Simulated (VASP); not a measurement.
A run of VASP 6.6.1:

Contents of INCAR:

```
PREC = Accurate ; ENCUT = 500
EDIFF = 1E-6 ; ISMEAR = 1
SIGMA = 0.0136 ; LREAL = False
LASPH = True ; NELM = 120
ALGO = Normal ; ISIF = 2
LWAVE = False ; LCHARG = False
GGA = PS ; NBANDS = 13
GGA_COMPAT = False
```

File KPOINTS:

```
regular mesh
0
Gamma
  11 11 11
```

The input POSCAR:

```
W
1.0
   -1.6168418000      1.6168418000      1.6168418000
    1.6168418000     -1.6168418000      1.6168418000
    1.6168418000      1.6168418000     -1.6168418000
W
1
Direct
    0.0000000000      0.0000000000      0.0000000000
```

Potentials or basis: VASP PAW PBE potentials, release 64 (W_sv).

Launch:

```sh
$ cat potpaw_PBE.64/W_sv/POTCAR > POTCAR
$ mpirun -np 1 vasp_std > vasp.out
```

Hardware: 1 thread of AMD EPYC 7R13 (shared host).

Estimate the wall time of this run.

Run time: 11 s on 1 thread of AMD EPYC 7R13, on a shared host, peak memory 0.1 GiB. Counts: scf iterations 11, k points 56.
